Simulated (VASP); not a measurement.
A run of VASP 6.6.1 is set up as follows.

The input INCAR:

```
PREC = Accurate ; ENCUT = 600
EDIFF = 1E-7 ; ISMEAR = 0
SIGMA = 0.1 ; LREAL = F
LASPH = T ; NELM = 80
ALGO = Normal ; ISIF = 3
LWAVE = F ; LCHARG = F
GGA = PE ; IBRION = 2
NSW = 90 ; EDIFFG = -0.04
```

File KPOINTS:

```
regular mesh
0
Gamma
  6 6 6
```

POSCAR

```
BeS
1.0
    1.7336621900     -4.9349424900      0.0000000000
    1.7336621900      4.9349424900      0.0000000000
    0.0000000000      0.0000000000      3.5805538100
Be S
2 2
Direct
    0.6317607200      0.3682392800      0.7500000000
    0.3682392800      0.6317607200      0.2500000000
    0.8612899700      0.1387100300      0.7500000000
    0.1387100300      0.8612899700      0.2500000000
```

Potentials or basis: VASP PAW PBE potentials, release 64 (Be, S).

The run is started by

```sh
$ cat potpaw_PBE.64/Be/POTCAR potpaw_PBE.64/S/POTCAR > POTCAR
$ mpirun -np 1 vasp_std > vasp.out
```

Task: Predict the relaxed volume.

Result: 16.39 Å³/atom.

Task: What does it give for the space group after relaxing (to 0.05 Å)?

Result: Cmcm (No. 63).

Task: Predict the band gap on the k mesh.

Result: 1.16 eV, indirect (least direct gap 3.40 eV).

Forces in eV/Å, atoms in the order of the input:
```
Be   0.000  0.037  0.000
Be   0.000 -0.037  0.000
S    0.000  0.031  0.000
S    0.000 -0.031  0.000
```

A k mesh can miss the band edges.
